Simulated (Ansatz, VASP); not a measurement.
## One calculation of Zn3Se, two programs

```
CELL_PARAMETERS angstrom
5.42044 0.00000 0.00000
0.00000 5.42044 0.00000
0.00000 0.00000 5.42044
ATOMIC_POSITIONS crystal
Zn 0.00000 0.50000 0.50000
Zn 0.50000 0.00000 0.50000
Zn 0.50000 0.50000 0.00000
Se 0.50000 0.50000 0.50000
```

Alike in both runs: functional PBE; k mesh 8 × 8 × 8; occupations gaussian, width 0.1 eV; no spin polarisation.

Ansatz relaxed the structure, and its values are those at the end. VASP's run is a single point on that final structure, the one shown.

|  | VASP | Ansatz |
| --- | --- | --- |
| version | VASP 6.6.1 | Ansatz 0.2.0 |
| potentials or method | VASP PAW PBE potentials, release 64 (Zn, Se), cutoff 520 eV | scalar-relativistic, plane waves, PAW |
| valence electrons in the cell | 42 | 52 |

|  | VASP | Ansatz | Ansatz less VASP |
| --- | --- | --- | --- |
| gap on the k mesh at the Fermi level (eV) | none | none | - |
| pressure (GPa) | 0.0 | 0.0 | -0.04 |

A gap of «none» marks a metal or a gap that the smearing closes. VASP's potentials hold 42 valence electrons a cell and Ansatz's 52, so a difference there can come from the potentials and not from the codes.
